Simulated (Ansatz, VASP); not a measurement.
## One calculation of Ru, two programs

INCAR

```
SYSTEM = Ru
PREC = Accurate ; ENCUT = 520
EDIFF = 1E-6 ; ISMEAR = -1
SIGMA = 0.03 ; LREAL = .False.
LASPH = .True. ; NELM = 60
ALGO = Normal ; ISIF = 2
LWAVE = .False. ; LCHARG = .False.
GGA = PE ; NBANDS = 21
```

Contents of KPOINTS:

```
Automatic mesh
0
Gamma
  8 8 4
  0 0 0
```

File POSCAR:

```
Ru
1.0
    2.7058000000      0.0000000000      0.0000000000
   -1.3529000000      2.3432915376      0.0000000000
    0.0000000000      0.0000000000      4.2819000000
Ru
2
Direct
    0.6666666667      0.3333333333      0.7500000000
    0.3333333333      0.6666666667      0.2500000000
```

The input input.yaml:

```yaml
crystal:
  lattice:
    - [2.7058, 0.0, 0.0]
    - [-1.3529, 2.3432915376, 0.0]
    - [0.0, 0.0, 4.2819]
  atoms:
    - { symbol: Ru, position: [0.6666666667, 0.3333333333, 0.75] }
    - { symbol: Ru, position: [0.3333333333, 0.6666666667, 0.25] }
kpoints:
  mp_grid: { grid: [8, 8, 4] }
scf:
  occupations: { method: fermi_dirac, width: 0.03 }
hamiltonian:
  xc: pbe
  pseudopotentials: { kind: all_electron, lapw: { basis_error: 0.003 } }
output:
  forces: true
  stress: true
  eigenvalues: true
```

Alike in both runs: task single point; functional PBE; k mesh 8 × 8 × 4; occupations fermi-dirac, width 0.03 eV; no spin polarisation.

|  | VASP | Ansatz |
| --- | --- | --- |
| version | VASP 6.6.1 | Ansatz 0.2.0 |
| potentials or method | VASP PAW PBE potentials, release 64 (Ru_pv), cutoff 520 eV | all-electron LAPW, scalar-relativistic |

Ansatz gave:

```
gap on the k mesh at the Fermi level (eV)                     : none
pressure (GPa)                                                : 4.4
traceless stress, the component that is largest in VASP (GPa) : -0.56
```

Task: What did VASP give for the same quantities?

Result: gap on the k mesh at the Fermi level (eV): none; pressure (GPa): 4.3; traceless stress, the component that is largest in VASP (GPa): -0.53.

A gap of «none» marks a metal or a gap that the smearing closes. Ansatz ran all-electron here, and VASP with PAW potentials.

The k mesh is coarse, so the values compare programs but aren't converged. Noted on Ansatz's run: the k mesh is thin for a metal, which can move the energy by tens of meV per atom.
